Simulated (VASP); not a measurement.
A run of VASP 6.6.1 is set up as follows.

Contents of INCAR:

```
PREC = Accurate ; ENCUT = 520
EDIFF = 1E-6 ; ISMEAR = 0
SIGMA = 0.05 ; LREAL = False
LASPH = True ; NELM = 60
ALGO = Normal ; ISIF = 2
LWAVE = False ; LCHARG = False
GGA = PS ; NBANDS = 16
```

File KPOINTS:

```
regular mesh
0
Gamma
  8 8 8
```

File POSCAR:

```
AgCl
1.0
    0.0000000000      2.8563445000      2.8563445000
    2.8563445000      0.0000000000      2.8563445000
    2.8563445000      2.8563445000      0.0000000000
Ag Cl
1 1
Direct
    0.5000000000      0.5000000000      0.5000000000
    0.0000000000      0.0000000000      0.0000000000
```

Potentials or basis: VASP PAW PBE potentials, release 64 (Ag, Cl).

Run with:

```sh
$ cat potpaw_PBE.64/Ag/POTCAR potpaw_PBE.64/Cl/POTCAR > POTCAR
$ mpirun -np 1 vasp_std > vasp.out
```

Problem. Estimate the band gap on the k mesh.

Solution. 0.77 eV, indirect (least direct gap 2.75 eV).

Problem. Estimate the pressure.

Solution. -5.6 GPa.

Caveat: the cell differs from its parent crystal (strain +0.030 along x and y, +0.030 along z); the PAW data sets were made with another functional, which shifts forces and pressure a little. A k mesh can miss the band edges.
